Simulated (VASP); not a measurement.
**Si3B4: single point with PBE**

The system is Si3B4.

```
CELL_PARAMETERS angstrom
0.00000 4.39358 4.39358
4.39358 0.00000 4.39358
4.39358 4.39358 0.00000
ATOMIC_POSITIONS crystal
Si 0.50000 0.00000 0.50000
Si 0.50000 0.00000 0.00000
Si 0.00000 0.00000 0.50000
Si 0.00000 0.50000 0.00000
Si 0.00000 0.50000 0.50000
Si 0.50000 0.50000 0.00000
B 0.89337 0.31988 0.89337
B 0.10663 0.10663 0.10663
B 0.89337 0.89337 0.89337
B 0.68012 0.10663 0.10663
B 0.89337 0.89337 0.31988
B 0.31988 0.89337 0.89337
B 0.10663 0.10663 0.68012
B 0.10663 0.68012 0.10663
```

The cell was generated, and may not be a known phase.

```
Program                : VASP 6.6.1
Task                   : single point
Functional             : PBE
Potentials or basis    : VASP PAW PBE potentials, release 64 (Si, B)
Cutoff                 : 520 eV
k mesh                 : 4 × 4 × 4
Occupations            : gaussian, width 0.1 eV
Spin                   : no spin polarisation
Dipole correction      : no
Further INCAR settings : ALGO = Normal; EDIFF = 1e-06; NBANDS = 37
```

```yaml
Pressure: -0.4 GPa
Largest_force: 0.036 eV/Å
Band_gap_on_the_k_mesh: zero (bands 24 and 25 overlap by 1.20 eV)
```

Forces on the atoms (eV/Å):
```
Si   0.000  0.000  0.000
Si   0.000  0.000  0.000
Si   0.000  0.000  0.000
Si   0.000  0.000  0.000
Si   0.000  0.000  0.000
Si   0.000  0.000  0.000
B   -0.021  0.021 -0.021
B   -0.021 -0.021 -0.021
B    0.021  0.021  0.021
B   -0.021  0.021  0.021
B   -0.021 -0.021  0.021
B    0.021 -0.021 -0.021
B    0.021  0.021 -0.021
B    0.021 -0.021  0.021
```

Levels at points of the mesh, in eV from the Fermi level:
| k point | band 20 | band 21 | band 22 | band 23 | band 24 | band 25 | band 26 | band 27 |
| --- | --- | --- | --- | --- | --- | --- | --- | --- |
| (0.00, 0.00, 0.00) | -1.66 | -0.23 | -0.23 | -0.23 | 0.55 | 0.58 | 0.58 | 0.58 |
| (0.50, 0.00, 0.00) | -2.32 | -2.32 | -0.65 | -0.65 | -0.33 | -0.33 | 0.94 | 0.94 |
| (0.50, 0.50, 0.00) | -3.26 | -1.62 | -1.45 | -1.45 | -0.99 | -0.47 | -0.47 | 1.14 |

Run time: 48 s on 1 thread of Intel(R) Xeon(R) 6975P-C (Granite Rapids), with other jobs on the host, peak memory 0.31 GiB.
